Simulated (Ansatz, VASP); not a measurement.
**One calculation of SiC, two programs**

Contents of INCAR:

```
SYSTEM = SiC
ALGO     = Normal         ! electronic algorithm
EDIFF    = 1E-6           ! SCF threshold, eV
ENCUT    = 600            ! plane-wave cutoff, eV
GGA      = PE             ! functional
GGA_COMPAT= .False.      
ISIF     = 2              ! what is computed and relaxed
ISMEAR   = 0              ! smearing method
LASPH    = .True.         ! aspherical terms in the spheres
LCHARG   = .False.        ! write CHGCAR
LREAL    = .False.        ! projectors in reciprocal space
LWAVE    = .False.        ! write WAVECAR
NBANDS   = 11             ! bands
NELM     = 120            ! most SCF steps
PREC     = Accurate       ! precision mode
SIGMA    = 0.01           ! smearing width, eV
```

The input KPOINTS:

```
k-points
0
Gamma
  6 6 6
  0 0 0
```

POSCAR

```
SiC
1.0
    0.0000000000      2.1900000000      2.1900000000
    2.1900000000      0.0000000000      2.1900000000
    2.1900000000      2.1900000000      0.0000000000
Si C
1 1
Direct
    0.0000000000      0.0000000000      0.0000000000
    0.2500000000      0.2500000000      0.2500000000
```

Input for Ansatz:

```yaml
crystal:
  atoms:
  - position: [0.0, 0.0, 0.0]
    symbol: Si
  - position: [0.25, 0.25, 0.25]
    symbol: C
  lattice:
  - [0.0, 2.19, 2.19]
  - [2.19, 0.0, 2.19]
  - [2.19, 2.19, 0.0]
hamiltonian:
  dispersion: none
  pseudopotentials:
    kind: all_electron
    lapw: {basis_error: 0.025 meV}
    relativity: scalar
  xc: pbe
kpoints:
  mp_grid:
    grid: [6, 6, 6]
    shift: [0, 0, 0]
magnetization: {spin_polarized: false}
output: {forces: true, stress: true}
scf:
  convergence: {dr2_threshold: 1e-10 eV}
  lower_state_search: 'off'
  max_iter: 200
  occupations: {method: fixed}
```

Alike in both runs: task single point; functional PBE; k mesh 6 × 6 × 6; no spin polarisation.

|  | VASP | Ansatz |
| --- | --- | --- |
| version | VASP 6.6.1 | Ansatz 0.2 development build |
| potentials or method | VASP PAW PBE potentials, release 64 (Si, C), cutoff 600 eV | all-electron full-potential LAPW, scalar-relativistic |
| occupations | gaussian, width 0.01 eV | fixed |

|  | VASP | Ansatz | Ansatz less VASP |
| --- | --- | --- | --- |
| gap on the k mesh at the Fermi level (eV) | 1.37 | 1.37 | +0.001 |
| pressure (GPa) | -0.2 | 0.0 | +0.20 |

Ansatz ran all-electron here, and VASP with PAW potentials.
